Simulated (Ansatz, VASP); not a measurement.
# One calculation of CoO, two programs

Contents of INCAR:

```
PREC = Accurate ; ENCUT = 520
EDIFF = 1E-6 ; ISMEAR = -1
SIGMA = 0.05 ; LREAL = False
LASPH = True ; NELM = 150
ALGO = Normal ; ISIF = 2
LWAVE = False ; LCHARG = False
ISPIN = 2 ; MAGMOM = 2 0
LORBIT = 11 ; LMAXMIX = 4
GGA = PE ; NBANDS = 18
```

KPOINTS

```
Automatic mesh
0
Gamma
  13 13 13
```

POSCAR

```
CoO
1.0
    0.0000000000      2.2495573000      2.2495573000
    2.2495573000      0.0000000000      2.2495573000
    2.2495573000      2.2495573000      0.0000000000
Co O
1 1
Direct
    0.0000000000      0.0000000000      0.0000000000
    0.2500000000      0.2500000000      0.2500000000
```

Input for Ansatz:

```yaml
crystal:
  lattice:
    - [0.0, 2.2495573, 2.2495573]
    - [2.2495573, 0.0, 2.2495573]
    - [2.2495573, 2.2495573, 0.0]
  atoms:
    - { symbol: Co, position: [0.0, 0.0, 0.0], spin: 2.0 }
    - { symbol: O, position: [0.25, 0.25, 0.25] }
magnetization:
  spin_polarized: true
kpoints:
  mp_grid: { grid: [13, 13, 13] }
  band_path:
    path:
      - [0.0, 0.0, 0.0]
      - [-0.5, -0.5, 0.0]
      - [-0.375, -0.375, 0.25]
      - [-0.375, 0.0, 0.375]
      - [0.0, 0.0, 0.0]
      - [0.0, 0.0, 0.5]
      - [-0.5, -0.25, 0.25]
      - [-0.5, -0.5, 0.0]
    npoints: 8
scf:
  occupations: { method: fermi_dirac, width: 0.05 }
hamiltonian:
  xc: pbe
  pseudopotentials: { kind: all_electron, lapw: { basis_error: 0.0005 } }
output:
  forces: true
  stress: true
  eigenvalues: true
  populations: true
  dos: { projected: true, de: 0.2, e_range: [-14, 8] }
```

Alike in both runs: task single point; functional PBE; k mesh 13 × 13 × 13; occupations fermi-dirac, width 0.05 eV; collinear spin.

|  | VASP | Ansatz |
| --- | --- | --- |
| version | VASP 6.6.1 | Ansatz 0.2.0 |
| potentials or method | VASP PAW PBE potentials, release 64 (Co, O), cutoff 520 eV | all-electron LAPW, scalar-relativistic |

Ansatz gave:

```
pressure (GPa)                                                : 0.2
net moment per atom (μB)                                      : 1.37
size of the moment on the site where the two differ most (μB) : 2.35
```

Q: Estimate VASP's values.

A: Pressure (GPa): -0.2; net moment per atom (μB): 1.37; size of the moment on the site where the two differ most (μB): 2.36.

Site moments also hang on the region over which each program counts them. Ansatz ran all-electron here, and VASP with PAW potentials.
